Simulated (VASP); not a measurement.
A run of VASP 6.6.1 is set up as follows.

Contents of INCAR:

```
SYSTEM = HgTe
PREC = Accurate
ENCUT = 520
EDIFF = 1E-7
ISMEAR = -1
SIGMA = 0.02
LREAL = .FALSE.
LASPH = .TRUE.
NELM = 60
ALGO = Normal
ISIF = 2
LWAVE = .FALSE.
LCHARG = .FALSE.
GGA = PE
NBANDS = 26
```

KPOINTS

```
Automatic mesh
0
G
  6 6 4
  0 0 0
```

File POSCAR:

```
HgTe
1.0
    4.9724812321      0.0000000000      0.0000000000
   -2.4862406161      4.3062950668      0.0000000000
    0.0000000000      0.0000000000      7.4411321954
Hg Te
2 2
Direct
    0.3333333333      0.6666666667      0.2500000000
    0.6666666667      0.3333333333      0.7500000000
    0.6666666667      0.3333333333      0.2500000000
    0.3333333333      0.6666666667      0.7500000000
```

Potentials or basis: VASP PAW PBE potentials, release 64 (Hg, Te).

Run with:

```console
$ cat potpaw_PBE.64/Hg/POTCAR potpaw_PBE.64/Te/POTCAR > POTCAR
$ mpirun -np 1 vasp_std > vasp.out
```

(1) Predict the band gap on the k mesh.

(2) Predict the pressure.

Results:

(1) zero (band 18 reaches 1.44 eV, above the bottom of band 19 at 1.19 eV).

(2) -1.6 GPa.

Caveat: spin-orbit coupling is left out, which moves the levels of the heavy elements.
